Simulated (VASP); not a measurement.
A run of VASP 6.6.1 is set up as follows.

File INCAR:

```
PREC     = Accurate       # precision mode
ENCUT    = 520            # plane-wave cutoff, eV
EDIFF    = 1E-6           # SCF threshold, eV
ISMEAR   = 0              # smearing method
SIGMA    = 0.1            # smearing width, eV
LREAL    = F              # projectors in reciprocal space
LASPH    = T              # aspherical terms in the spheres
NELM     = 150            # most SCF steps
ALGO     = Fast           # electronic algorithm
ISIF     = 2              # what is computed and relaxed
LWAVE    = F              # write WAVECAR
LCHARG   = F              # write CHGCAR
ISPIN    = 2              # spin polarisation
MAGMOM   = 0 0 0.49 0.49 0.49 0.49 # initial moments
LORBIT   = 11             # projections on sites
LMAXMIX  = 4              # l up to which the mixer works
GGA      = PE             # functional
NBANDS   = 44             # bands
```

File KPOINTS:

```
regular mesh
0
Gamma
  12 12 10
```

The input POSCAR:

```
CuNi2
1.0
    4.3352967650      0.0000000000      0.0000000000
   -2.1676483825      3.7544771314      0.0000000000
    0.0000000000      0.0000000000      4.1366542014
Cu Ni
2 4
Direct
    0.3333333333      0.6666666667      0.5000000000
    0.6666666667      0.3333333333      0.5000000000
    0.0000000000      0.6722749039      0.0000000000
    0.6722749039      0.0000000000      0.0000000000
    0.3277250961      0.3277250961      0.0000000000
    0.0000000000      0.0000000000      0.5000000000
```

Potentials or basis: VASP PAW PBE potentials, release 64 (Cu, Ni).

Launch:

```bash
$ cat potpaw_PBE.64/Cu/POTCAR potpaw_PBE.64/Ni/POTCAR > POTCAR
$ mpirun -np 1 vasp_std > vasp.out
```

(1) Estimate the pressure.

(2) Estimate the net moment.

(3) Estimate the site moments.

## Answers

(1) 0.2 GPa.

(2) 1.65 μB per cell.

(3) Cu +0.00; Ni +0.45, +0.36 (each value once) μB.
